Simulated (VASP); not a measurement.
# Hg (P6_3/mmc) in VASP: a series of runs, part 2 of 2

VASP 6.6.1. Earlier steps stand in the parts before.

## (3) Single point, PBEsol (25.46 Å³/atom)

This run uses another cell than the first one, of 25.46 Å³/atom.

INCAR reads:

```
SYSTEM = Hg
  PREC = Accurate
  ENCUT = 520
  EDIFF = 1E-7
  ISMEAR = -1
  SIGMA = 0.1
  LREAL = .False.
  LASPH = .True.
  NELM = 80
  ALGO = Normal
  ISIF = 2
  LWAVE = .False.
  LCHARG = .False.
  GGA = PS
  NBANDS = 19
```

KPOINTS reads:

```
regular mesh
0
Gamma
  19 19 10
  0 0 0
```

POSCAR reads:

```
Hg
1.0
    3.2732285995      0.0000000000      0.0000000000
   -1.6366142998      2.8346991196      0.0000000000
    0.0000000000      0.0000000000      5.4874611932
Hg
2
Direct
    0.3333333333      0.6666666667      0.2500000000
    0.6666666667      0.3333333333      0.7500000000
```

Potentials or basis: VASP PAW PBE potentials, release 64 (Hg).

On the command line:

```
$ cat potpaw_PBE.64/Hg/POTCAR > POTCAR
$ mpirun -np 1 vasp_std > vasp.out
```

OUTCAR:

```text
SYSTEM = Hg
   PREC = Accurate
   ENCUT = 520
   EDIFF = 1E-7
   ISMEAR = -1
   LREAL = .False.
   LASPH = .True.
   NELM = 80
   ISIF = 2
   GGA = PS

 ion  position               nearest neighbor table
   1  0.333  0.667  0.250-   2 3.33   2 3.33   2 3.33   2 3.33   2 3.33   2 3.33
   2  0.667  0.333  0.750-   1 3.33   1 3.33   1 3.33   1 3.33   1 3.33   1 3.33

  LATTYP: Found a hexagonal cell.
 ALAT       =     3.2732285995
 C/A-ratio  =     1.6764674469

  Lattice vectors:

 A1 = (   3.2732285995,   0.0000000000,   0.0000000000)
 A2 = (  -1.6366142998,   2.8346991196,   0.0000000000)
 A3 = (   0.0000000000,   0.0000000000,   5.4874611932)

Analysis of symmetry for initial positions (statically):
=====================================================================
 Subroutine PRICEL returns:
 Original cell was already a primitive cell.

 Routine SETGRP: Setting up the symmetry group for a
 hexagonal supercell.

 Subroutine GETGRP returns: Found 24 space group operations
 (whereof 12 operations were pure point group operations)
 out of a pool of 24 trial point group operations.

The static configuration has the point symmetry D_3d.
 The point group associated with its full space group is D_6h.

Analysis of symmetry for dynamics (positions and initial velocities):
=====================================================================
 Subroutine PRICEL returns:
 Original cell was already a primitive cell.

 Routine SETGRP: Setting up the symmetry group for a
 hexagonal supercell.

 Subroutine GETGRP returns: Found 24 space group operations
 (whereof 12 operations were pure point group operations)
 out of a pool of 24 trial point group operations.

The dynamic configuration has the point symmetry D_3d.
[... 106 lines left out ...]
   ISIF   =      2    stress and relaxation
   ISYM   =      2    0-nonsym 1-usesym 2-fastsym
   POTIM  = 0.5000    time-step for ionic-motion
   TEBEG  =    0.0;   TEEND  =   0.0 temperature during run
   PSTRESS=    0.0 pullay stress
   NELECT =      24.0000    total number of electrons
   NUPDOWN=      -1.0000    fix difference up-down
   EMIN   =  10.00;   EMAX   =-10.00  energy-range for DOS
   EFERMI =   0.00;   METHOD = LEGACY
   ISMEAR =    -1;   SIGMA  =   0.10  broadening in eV -4-tet -1-fermi 0-gaus
   EFERMI_NEDOS =   21; number of points for ismear=-14 and -15
   IALGO  =     38    algorithm
   IMIX   =      4    mixing-type and parameters
     AMIX     =   0.40;   BMIX     =  1.00
     AMIX_MAG =   1.60;   BMIX_MAG =  1.00
  volume/ion in A,a.u.               =      25.46       171.80
  Fermi-wavevector in a.u.,A,eV,Ry     =   1.274071  2.407645 22.085754  1.623257
  Thomas-Fermi vector in A             =   2.406859
   LORBIT       =      0    0 simple, 1 ext, 2 COOP (PROOUT), +10 PAW based schemes
   GGA     = PS    functional components
   LHFCALC =     F    Hartree Fock is set to
   AEXX    =    0.0000 exact exchange contribution
   IVDW    =     0    specifies the selected vdW correction
   LEPSILON=     F    determine dielectric tensor
   LRPA    =     F    only Hartree local field effects (RPA)
 non-spin polarized calculation
  energy-cutoff  :      520.00
  volume of cell :       50.92
 maximum number of plane-waves:      1397
   NGX = 13   NGY = 13   NGZ = 21

 number of electron      23.9999992 magnetization

 Free energy of the ion-electron system (eV)
  ---------------------------------------------------
  ext. energy  EPLUGINS =         0.00000000
  ---------------------------------------------------
  free energy    TOTEN  =        -1.08073780 eV

  energy without entropy =       -1.06069954  energy(sigma->0) =       -1.07071867

 E-fermi :   1.6916     XC(G=0): -10.6370

 val. band max:        1.6778880571   @ k =   0.4211   0.1053   0.4000
 cond. band min:       1.7014289931   @ k =   0.1053   0.1053   0.0000
 fundamental gap:      0.0235409360
 Fermi energy:         1.6916083706

 k-point     1 :       0.0000    0.0000    0.0000
  band No.  band energies     occupation
      1      -6.5224      2.00000
      2      -5.6410      2.00000
      3      -4.8234      2.00000
      4      -4.7036      2.00000
      5      -4.7036      2.00000
      6      -4.5999      2.00000
[... 505 lines left out ...]
      6      -4.4454      2.00000
[... 11 lines left out ...]
     18      12.8425      0.00000
     19      13.8996      0.00000

 [... further k-points ...]
[... 5 lines left out ...]
  --------------------------------------------------------------------------------------
  -------------------------------------------------------------------------------------
  Total       -0.4008511     -0.4008511     -0.5910659      0.0000000     -0.0000000      0.0000000
  in kB      -12.6135957    -12.6135957    -18.5990897      0.0000000     -0.0000000      0.0000000
  external PRESSURE =     -14.6087604 kB  Pullay stress =       0.0000000 kB

 VOLUME and BASIS-vectors are now :
 -----------------------------------------------------------------------------
  energy-cutoff  :      520.00
  volume of cell :       50.92
      direct lattice vectors                 reciprocal lattice vectors
     3.273228599  0.000000000  0.000000000     0.305508757  0.176385563  0.000000000
    -1.636614300  2.834699120  0.000000000     0.000000000  0.352771126  0.000000000
     0.000000000  0.000000000  5.487461193     0.000000000  0.000000000  0.182233635

 POSITION                                       TOTAL-FORCE (eV/Angst)
 -----------------------------------------------------------------------------------
     -0.00000      1.88980      1.37187         0.000000     -0.000000      0.000000
      1.63661      0.94490      4.11560        -0.000000      0.000000      0.000000
 -----------------------------------------------------------------------------------
    total drift:                               -0.000000      0.000000     -0.000000

  FREE ENERGIE OF THE ION-ELECTRON SYSTEM (eV)
  ---------------------------------------------------
  free  energy   TOTEN  =        -1.0807378021 eV

  energy  without entropy=       -1.0606995368  energy(sigma->0) =       -1.07071867
```

Wall time 72 s (1 thread of AMD EPYC 9R45 (Zen 5), shared host); peak memory 0.28 GiB.

What came out:

* Free energy: -1.0807 eV
* Pressure: -1.5 GPa
* Band gap on the k mesh: zero (bands 12 and 13 overlap by 1.29 eV)

Caveat: the PAW data sets were made with another functional, which shifts forces and pressure a little; spin-orbit coupling is left out, which moves the levels of the heavy elements.

## (4) Single point, PBEsol (26.40 Å³/atom)

This run uses another cell than the first one, of 26.40 Å³/atom.

INCAR reads:

```
SYSTEM = Hg
PREC = Accurate
ENCUT = 520
EDIFF = 1E-6
ISMEAR = -1
SIGMA = 0.1
LREAL = .False.
LASPH = .True.
NELM = 100
ALGO = Normal
ISIF = 2
LWAVE = .False.
LCHARG = .True.
GGA = PS
LELF = .True.
LVHAR = .True.
NBANDS = 19
```

KPOINTS is that of step 3.

POSCAR reads:

```
Hg
1.0
    3.3131499559      0.0000000000      0.0000000000
   -1.6565749780      2.8692720284      0.0000000000
    0.0000000000      0.0000000000      5.5543880476
Hg
2
Direct
    0.3333333333      0.6666666667      0.2500000000
    0.6666666667      0.3333333333      0.7500000000
```

On the command line:

```
$ cat potpaw_PBE.64/Hg/POTCAR > POTCAR
$ mpirun -np 1 vasp_std > vasp.out
```

It took 87 s on 1 thread of AMD EPYC 9R45 (Zen 5), shared host; peak memory 0.29 GiB.

Results (log left out):

- Free energy: -1.0616 eV
- Pressure: -1.9 GPa
- Band gap on the k mesh: zero (bands 12 and 13 overlap by 1.04 eV)

Stress tensor (GPa, compression positive):
```
-1.72  0.00  0.00
 0.00 -1.72  0.00
 0.00  0.00 -2.37
```

Levels at points of the mesh, in eV from the Fermi level:
```csv
k point,band 9,band 10,band 11,band 12,band 13,band 14,band 15,band 16
"(0.00, 0.00, 0.00)",-5.92,-5.44,-5.44,-1.77,-0.98,12.27,12.27,13.20
"(0.00, 0.00, 0.50)",-5.61,-5.61,-5.61,-5.61,5.93,5.93,13.23,13.23
```

Caveat: the PAW data sets were made with another functional, which shifts forces and pressure a little; spin-orbit coupling is left out, which moves the levels of the heavy elements.

## (5) Summary

| cell | gap on the mesh (eV) | pressure (GPa) |
| --- | --- | --- |
| a = 3.232, b = 3.232, c = 5.419 Å, angles 90.0, 90.0, 120.0°, 2 atoms | none | -0.7 |
| a = 3.273, b = 3.273, c = 5.487 Å, angles 90.0, 90.0, 120.0°, 2 atoms | none | -1.5 |
| a = 3.313, b = 3.313, c = 5.554 Å, angles 90.0, 90.0, 120.0°, 2 atoms | none | -1.9 |

Alike in all rows: task single point; level PBEsol; potentials or basis VASP PAW PBE potentials, release 64 (Hg); no spin polarisation; k mesh 19 × 19 × 10; cutoff (eV) 520; smearing fermi-dirac 0.1 eV.

Caveats: the PAW data sets were made with another functional, which shifts forces and pressure a little; spin-orbit coupling is left out, which moves the levels of the heavy elements.

Absolute energies hang on the potentials; compare differences alone.
